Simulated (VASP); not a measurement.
Sn, 2 atoms in the cell. The structure is cubic, space group Fd-3m (No. 227). Conventional cell: a = 6.541 Å, b = 6.541 Å, c = 6.541 Å, α = 90.00°, β = 90.00°, γ = 90.00°. Sn (site symmetry -43m) has 4 Sn at 2.83 Å within 3.7 Å. 

* Program: VASP 6.6.1
* Task: single point
* Functional: PBEsol
* Potentials or basis: VASP PAW PBE potentials, release 64 (Sn_d)
* Cutoff: 520 eV
* k mesh: 7 × 7 × 7
* Occupations: fermi-dirac, width 0.05 eV
* Spin: no spin polarisation
* Dipole correction: no
* Further INCAR settings: ALGO = Normal; EDIFF = 1e-06; NBANDS = 21

Potentials or basis: VASP PAW PBE potentials, release 64 (Sn_d).

Run with:

```bash
$ cat potpaw_PBE.64/Sn_d/POTCAR > POTCAR
$ mpirun -np 1 vasp_std > vasp.out
```

Hardware: 1 thread of Intel Xeon 6975P-C, with other jobs on the host.

Task: How long does it take, and how much memory?

Result: Run time: 30 s on 1 thread of Intel Xeon 6975P-C, on a shared host, peak memory 0.2 GiB. Counts: scf iterations 12, k points 20.
